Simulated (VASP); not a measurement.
# PbF2 (Pnma) in VASP: relaxation of cell and atoms with PBEsol

Aim: the relaxation of cell and atoms of PbF2 with PBEsol.

Program: VASP 6.6.1. These are calculated values, not measurements. Logs are shortened: lines on timing, memory, paths and dates and some standing lists are left out, and cuts for length are marked.

## 1. The cell of the first run

The structure is orthorhombic, space group Pnma (No. 62). The conventional cell has a = 6.141 Å, b = 3.761 Å, c = 7.474 Å, α = 90.00°, β = 90.00°, γ = 90.00°. Within 3.2 Å of Pb (site symmetry m) lie 9 F at 2.40 to 2.81 Å. Within 3.2 Å of F (site symmetry m) lie 4 Pb at 2.40 to 2.49 Å and 8 F at 2.72 to 3.00 Å. F (site symmetry m) has 5 Pb at 2.48 to 2.81 Å and 10 F at 2.83 to 3.30 Å within 3.4 Å.

## 2. Relaxation of cell and atoms, PBEsol, target pressure 6.55 GPa, at which the enthalpy is minimised

File INCAR:

```
PREC = Accurate
ENCUT = 600
EDIFF = 1E-7
ISMEAR = 0
SIGMA = 0.1
LREAL = F
LASPH = T
NELM = 120
ALGO = Normal
ISIF = 3
LWAVE = F
LCHARG = F
GGA = PS
IBRION = 2
NSW = 80
EDIFFG = -0.05
PSTRESS = 65.5
GGA_COMPAT = F
NELMIN = 4
KPAR = 4
```

File KPOINTS:

```
Automatic mesh
0
Gamma
  4 6 4
```

File POSCAR:

```
PbF2
1.0
    6.1410531060      0.0000000000      0.0000000000
    0.0000000000      3.7610885823      0.0000000000
    0.0000000000      0.0000000000      7.4740720315
Pb F
4 8
Direct
    0.7450689315      0.7500000000      0.1160303348
    0.2549310685      0.2500000000      0.8839696652
    0.7549310685      0.2500000000      0.6160303348
    0.2450689315      0.7500000000      0.3839696652
    0.1417680465      0.7500000000      0.0616901289
    0.8582319535      0.2500000000      0.9383098711
    0.3582319535      0.2500000000      0.5616901289
    0.6417680465      0.7500000000      0.4383098711
    0.5386102217      0.7500000000      0.8310583488
    0.4613897783      0.2500000000      0.1689416512
    0.9613897783      0.2500000000      0.3310583488
    0.0386102217      0.7500000000      0.6689416512
```

Potentials or basis: VASP PAW PBE potentials, release 64 (Pb_d, F).

Run with:

```sh
> cat potpaw_PBE.64/Pb_d/POTCAR potpaw_PBE.64/F/POTCAR > POTCAR
> mpirun -np 4 vasp_std > vasp.out
```

OUTCAR:

```text
PREC = Accurate
   ENCUT = 600
   EDIFF = 1E-7
   ISMEAR = 0
   LREAL = F
   LASPH = T
   NELM = 120
   ISIF = 3
   GGA = PS
   IBRION = 2
   NSW = 80
   EDIFFG = -0.05
   PSTRESS = 65.5
   NELMIN = 4

 ion  position               nearest neighbor table
   1  0.745  0.750  0.116-   6 2.40   6 2.40   5 2.47   9 2.48   8 2.49  10 2.59  10 2.59  11 2.81
                            11 2.81   4 3.67   4 3.67   2 3.95   2 3.95   2 4.04   2 4.04
   2  0.255  0.250  0.884-   5 2.40   5 2.40   6 2.47  10 2.48   7 2.49   9 2.59   9 2.59  12 2.81
                            12 2.81   3 3.67   3 3.67   1 3.95   1 3.95   1 4.04   1 4.04
   3  0.755  0.250  0.616-   8 2.40   8 2.40   7 2.47  11 2.48   6 2.49  12 2.59  12 2.59   9 2.81
                             9 2.81   2 3.67   2 3.67   4 3.95   4 3.95   4 4.04   4 4.04
   4  0.245  0.750  0.384-   7 2.40   7 2.40   8 2.47  12 2.48   5 2.49  11 2.59  11 2.59  10 2.81
                            10 2.81   1 3.67   1 3.67   3 3.95   3 3.95   3 4.04   3 4.04
   5  0.142  0.750  0.062-   2 2.40   2 2.40   1 2.47   4 2.49
   6  0.858  0.250  0.938-   1 2.40   1 2.40   2 2.47   3 2.49
   7  0.358  0.250  0.562-   4 2.40   4 2.40   3 2.47   2 2.49
   8  0.642  0.750  0.438-   3 2.40   3 2.40   4 2.47   1 2.49
   9  0.539  0.750  0.831-   1 2.48   2 2.59   2 2.59   3 2.81   3 2.81
  10  0.461  0.250  0.169-   2 2.48   1 2.59   1 2.59   4 2.81   4 2.81
  11  0.961  0.250  0.331-   3 2.48   4 2.59   4 2.59   1 2.81   1 2.81
  12  0.039  0.750  0.669-   4 2.48   3 2.59   3 2.59   2 2.81   2 2.81

  LATTYP: Found a simple orthorhombic cell.
 ALAT       =     3.7610885823
 B/A-ratio  =     1.6327860862
 C/A-ratio  =     1.9872097846

  Lattice vectors:

 A1 = (   0.0000000000,  -3.7610885823,   0.0000000000)
 A2 = (   6.1410531060,   0.0000000000,   0.0000000000)
 A3 = (   0.0000000000,   0.0000000000,   7.4740720315)

Analysis of symmetry for initial positions (statically):
=====================================================================
 Subroutine PRICEL returns:
 Original cell was already a primitive cell.

 Routine SETGRP: Setting up the symmetry group for a
 simple orthorhombic supercell.

 Subroutine GETGRP returns: Found  8 space group operations
 (whereof  2 operations were pure point group operations)
 out of a pool of  8 trial point group operations.

The static configuration has the point symmetry S_2 .
 The point group associated with its full space group is D_2h.

Analysis of symmetry for dynamics (positions and initial velocities):
=====================================================================
 Subroutine PRICEL returns:
 Original cell was already a primitive cell.

 Routine SETGRP: Setting up the symmetry group for a
 simple orthorhombic supercell.

 Subroutine GETGRP returns: Found  8 space group operations
 (whereof  2 operations were pure point group operations)
 out of a pool of  8 trial point group operations.

The dynamic configuration has the point symmetry S_2 .
 The point group associated with its full space group is D_2h.

 Subroutine INISYM returns: Found  8 space group operations
 (whereof  2 operations are pure point group operations),
 and found     1 'primitive' translations

----------------------------------------------------------------------------------------

                                     Primitive cell

  volume of cell :     172.6290

  direct lattice vectors                    reciprocal lattice vectors
     6.141053106  0.000000000  0.000000000     0.162838520  0.000000000  0.000000000
     0.000000000  3.761088582  0.000000000     0.000000000  0.265880470  0.000000000
     0.000000000  0.000000000  7.474072032     0.000000000  0.000000000  0.133795874

  length of vectors
     6.141053106  3.761088582  7.474072032     0.162838520  0.265880470  0.133795874

  position of ions in fractional coordinates (direct lattice)
     0.745068932  0.750000000  0.116030335
     0.254931068  0.250000000  0.883969665
     0.754931068  0.250000000  0.616030335
     0.245068932  0.750000000  0.383969665
     0.141768046  0.750000000  0.061690129
     0.858231954  0.250000000  0.938309871
     0.358231954  0.250000000  0.561690129
     0.641768046  0.750000000  0.438309871
     0.538610222  0.750000000  0.831058349
     0.461389778  0.250000000  0.168941651
     0.961389778  0.250000000  0.331058349
     0.038610222  0.750000000  0.668941651

  ion indices of the primitive-cell ions
   primitive index   ion index
                 1           1
                 2           2
                 3           3
                 4           4
                 5           5
                 6           6
                 7           7
                 8           8
                 9           9
                10          10
                11          11
                12          12

----------------------------------------------------------------------------------------

 KPOINTS: Automatic mesh

Automatic generation of k-mesh.
 Grid dimensions read from file:
 generate k-points for:    4    6    4

 Generating k-lattice:

  Cartesian coordinates                     Fractional coordinates (reciprocal lattice)
     0.040709630  0.000000000  0.000000000     0.250000000  0.000000000  0.000000000
     0.000000000  0.044313412  0.000000000     0.000000000  0.166666667  0.000000000
     0.000000000  0.000000000  0.033448969     0.000000000  0.000000000  0.250000000

  Length of vectors
     0.040709630  0.044313412  0.033448969

  Shift w.r.t. Gamma in fractional coordinates (k-lattice)
     0.000000000  0.000000000  0.000000000

 Subroutine IBZKPT returns following result:
 ===========================================

 Found     36 irreducible k-points:

 Following reciprocal coordinates:
            Coordinates               Weight
  0.000000  0.000000  0.000000      1.000000
  0.250000  0.000000  0.000000      2.000000
  0.500000  0.000000  0.000000      1.000000
  0.000000  0.166667  0.000000      2.000000
  0.250000  0.166667  0.000000      4.000000
  0.500000  0.166667  0.000000      2.000000
[... 16 lines left out ...]
  0.250000  0.500000  0.250000      4.000000
  0.500000  0.500000  0.250000      2.000000
 [... further k-points ...]
   k-points           NKPTS =     36   k-points in BZ     NKDIM =     36   number of bands    NBANDS=     67
   number of dos      NEDOS =    301   number of ions     NIONS =     12
   total plane-waves  NPLWV =  90000
   dimension x,y,z NGX =    50 NGY =   30 NGZ =   60
   dimension x,y,z NGXF=   100 NGYF=   60 NGZF=  120
   ions per type =               4   8
   NGX,Y,Z   is equivalent  to a cutoff of  13.54, 13.26, 13.35 a.u.
   NGXF,Y,Z  is equivalent  to a cutoff of  27.07, 26.52, 26.69 a.u.
 SYSTEM =  unknown system
   PREC   = accura    normal or accurate (medium, high low for compatibility)
   ISTART =      0    job   : 0-new  1-cont  2-samecut
   ICHARG =      2    charge: 1-file 2-atom 10-const
   ISPIN  =      1    spin polarized calculation?
   LNONCOLLINEAR =      F non collinear calculations
   LSORBIT =      F    spin-orbit coupling
   LASPH  =      T    aspherical Exc in radial PAW
   ENCUT  =  600.0 eV  44.10 Ry    6.64 a.u.  12.27  7.51 14.93*2*pi/ulx,y,z
   NELM   =    120;   NELMIN=  4; NELMDL= -5     # of ELM steps
   EDIFF  = 0.1E-06   stopping-criterion for ELM
   LREAL  =      F    real-space projection
   EDIFFG = -.5E-01   stopping-criterion for IOM
   NSW    =     80    number of steps for IOM
   IBRION =      2    ionic relax: 0-MD 1-quasi-New 2-CG
   NFREE  =      1    steps in history (QN), initial steepest desc. (CG)
   ISIF   =      3    stress and relaxation
   ISYM   =      2    0-nonsym 1-usesym 2-fastsym
   POTIM  = 0.5000    time-step for ionic-motion
   TEBEG  =    0.0;   TEEND  =   0.0 temperature during run
   PSTRESS=   65.5 pullay stress
   NELECT =     112.0000    total number of electrons
   NUPDOWN=      -1.0000    fix difference up-down
   EMIN   =  10.00;   EMAX   =-10.00  energy-range for DOS
   EFERMI =   0.00;   METHOD = LEGACY
   ISMEAR =     0;   SIGMA  =   0.10  broadening in eV -4-tet -1-fermi 0-gaus
   EFERMI_NEDOS =   21; number of points for ismear=-14 and -15
   IALGO  =     38    algorithm
   IMIX   =      4    mixing-type and parameters
     AMIX     =   0.40;   BMIX     =  1.00
     AMIX_MAG =   1.60;   BMIX_MAG =  1.00
  volume/ion in A,a.u.               =      14.39        97.08
  Fermi-wavevector in a.u.,A,eV,Ry     =   1.417238  2.678192 27.328185  2.008565
  Thomas-Fermi vector in A             =   2.538489
   LORBIT       =      0    0 simple, 1 ext, 2 COOP (PROOUT), +10 PAW based schemes
   GGA     = PS    functional components
   LHFCALC =     F    Hartree Fock is set to
   AEXX    =    0.0000 exact exchange contribution
   IVDW    =     0    specifies the selected vdW correction
   LEPSILON=     F    determine dielectric tensor
   LRPA    =     F    only Hartree local field effects (RPA)
 conjugate gradient relaxation of ions
 non-spin polarized calculation
 Gauss-broadening in eV      SIGMA  =   0.10
  energy-cutoff  :      600.00
  volume of cell :      172.63
 maximum number of plane-waves:      5823
 NGX is ok and might be reduce to    50
   NGX = 25   NGY = 15   NGZ = 29

 number of electron     112.0000003 magnetization

 Free energy of the ion-electron system (eV)
  ---------------------------------------------------
  ext. energy  EPLUGINS =         0.00000000
  ---------------------------------------------------
  free energy    TOTEN  =       -59.29544289 eV

  energy without entropy =      -59.29544289  energy(sigma->0) =      -59.29544289

 E-fermi :   4.3653     XC(G=0): -10.8799

 val. band max:        3.8632239817   @ k =   0.0000   0.3333   0.0000
 cond. band min:       7.8053641401   @ k =   0.0000   0.0000   0.0000
 fundamental gap:      3.9421401584
 Fermi energy:         4.3653156838

 k-point     1 :       0.0000    0.0000    0.0000
  band No.  band energies     occupation
      1     -18.2044      2.00000
      2     -18.0190      2.00000
      3     -17.7077      2.00000
      4     -17.6942      2.00000
      5     -17.2689      2.00000
      6     -17.2385      2.00000
[... 1669 lines left out ...]
     66      11.8401      0.00000
     67      11.8401      0.00000

 [... further k-points ...]
[... 5 lines left out ...]
  --------------------------------------------------------------------------------------
  -------------------------------------------------------------------------------------
  Total        6.7654680      6.8364381      6.8277906      0.0000000      0.0000000      0.0000000
  in kB       62.7906143     63.4492909     63.3690334      0.0000000      0.0000000      0.0000000
  external PRESSURE =      -2.2970205 kB  Pullay stress =      65.5000000 kB

 VOLUME and BASIS-vectors are now :
 -----------------------------------------------------------------------------
  energy-cutoff  :      600.00
  volume of cell :      172.63
      direct lattice vectors                 reciprocal lattice vectors
     6.141053106  0.000000000  0.000000000     0.162838520  0.000000000  0.000000000
     0.000000000  3.761088582  0.000000000     0.000000000  0.265880470  0.000000000
     0.000000000  0.000000000  7.474072032     0.000000000  0.000000000  0.133795874

 POSITION                                       TOTAL-FORCE (eV/Angst)
 -----------------------------------------------------------------------------------
      4.57551      2.82082      0.86722        -0.000430      0.000000      0.014473
      1.56555      0.94027      6.60685         0.000430     -0.000000     -0.014473
      4.63607      0.94027      4.60426         0.000430     -0.000000      0.014473
      1.50498      2.82082      2.86982        -0.000430      0.000000     -0.014473
      0.87061      2.82082      0.46108        -0.003850     -0.000000      0.008477
      5.27045      0.94027      7.01300         0.003850      0.000000     -0.008477
      2.19992      0.94027      4.19811         0.003850     -0.000000      0.008477
      3.94113      2.82082      3.27596        -0.003850     -0.000000     -0.008477
      3.30763      2.82082      6.21139        -0.002662      0.000000     -0.009539
      2.83342      0.94027      1.26268         0.002662      0.000000      0.009539
      5.90395      0.94027      2.47435         0.002662     -0.000000     -0.009539
      0.23711      2.82082      4.99972        -0.002662      0.000000      0.009539
 -----------------------------------------------------------------------------------
    total drift:                               -0.000000      0.000000     -0.000000

  FREE ENERGIE OF THE ION-ELECTRON SYSTEM (eV)
  ---------------------------------------------------
  free  energy   TOTEN  =       -59.2954428903 eV

  energy  without entropy=      -59.2954428903  energy(sigma->0) =      -59.29544289

  enthalpy is  TOTEN    =       -52.2380481106 eV   P V=        7.0573947798

 reached required accuracy - stopping structural energy minimisation
```

Run time: 2.2 min. Hardware: 4 MPI ranks of Intel Xeon 6975P-C (Granite Rapids), shared host; peak memory 0.52 GiB.

What came out:

| Item | Value |
| --- | --- |
| Free energy | -59.2954 eV |
| Pressure after relaxing | 6.3 GPa |
| Largest force after relaxing | 0.014 eV/Å |
| Band gap on the k mesh | 3.94 eV (least direct gap 4.19 eV) |

Forces on the atoms (eV/Å):
```
Pb   0.000  0.000  0.014
Pb   0.000  0.000 -0.014
Pb   0.000  0.000  0.014
Pb   0.000  0.000 -0.014
F   -0.004  0.000  0.008
F    0.004  0.000 -0.008
F    0.004  0.000  0.008
F   -0.004  0.000 -0.008
F   -0.003  0.000 -0.010
F    0.003  0.000  0.010
F    0.003  0.000 -0.010
F   -0.003  0.000  0.010
```

Final structure:
```
Pb F
1.0
     6.14105    0.00000    0.00000
     0.00000    3.76109    0.00000
     0.00000    0.00000    7.47407
Pb F
4 8
Direct
  0.74507 0.75000 0.11603
  0.25493 0.25000 0.88397
  0.75493 0.25000 0.61603
  0.24507 0.75000 0.38397
  0.14177 0.75000 0.06169
  0.85823 0.25000 0.93831
  0.35823 0.25000 0.56169
  0.64177 0.75000 0.43831
  0.53861 0.75000 0.83106
  0.46139 0.25000 0.16894
  0.96139 0.25000 0.33106
  0.03861 0.75000 0.66894
```

Levels at points of the mesh, in eV from the valence-band top:
| k point | band 54 | band 55 | band 56 | band 57 | band 58 | band 59 |
| --- | --- | --- | --- | --- | --- | --- |
| (0.00, 0.00, 0.00) | -0.46 | -0.31 | -0.25 | 3.94 | 5.03 | 5.26 |
| (0.50, 0.00, 0.00) | -1.16 | -0.31 | -0.31 | 4.20 | 4.20 | 5.35 |
| (0.00, 0.50, 0.00) | -1.02 | -0.08 | -0.08 | 4.73 | 4.73 | 5.67 |
| (0.50, 0.50, 0.00) | -0.59 | -0.59 | -0.59 | 4.81 | 4.81 | 4.81 |
| (0.00, 0.00, 0.50) | -1.40 | -0.17 | -0.17 | 4.51 | 4.51 | 6.19 |
| (0.50, 0.00, 0.50) | -0.78 | -0.63 | -0.63 | 4.64 | 4.64 | 4.71 |
| (0.00, 0.50, 0.50) | -0.69 | -0.12 | -0.12 | 4.30 | 4.30 | 6.13 |
| (0.50, 0.50, 0.50) | -0.51 | -0.51 | -0.51 | 4.73 | 4.73 | 4.73 |

Caveat: the relaxation stopped at its first step, so nothing moved; the cell is relaxed towards a set pressure, so the run minimises the enthalpy, not the energy; the PAW data sets were made with another functional, which shifts forces and pressure a little; spin-orbit coupling is left out, which moves the levels of the heavy elements. A k mesh can miss the band edges.
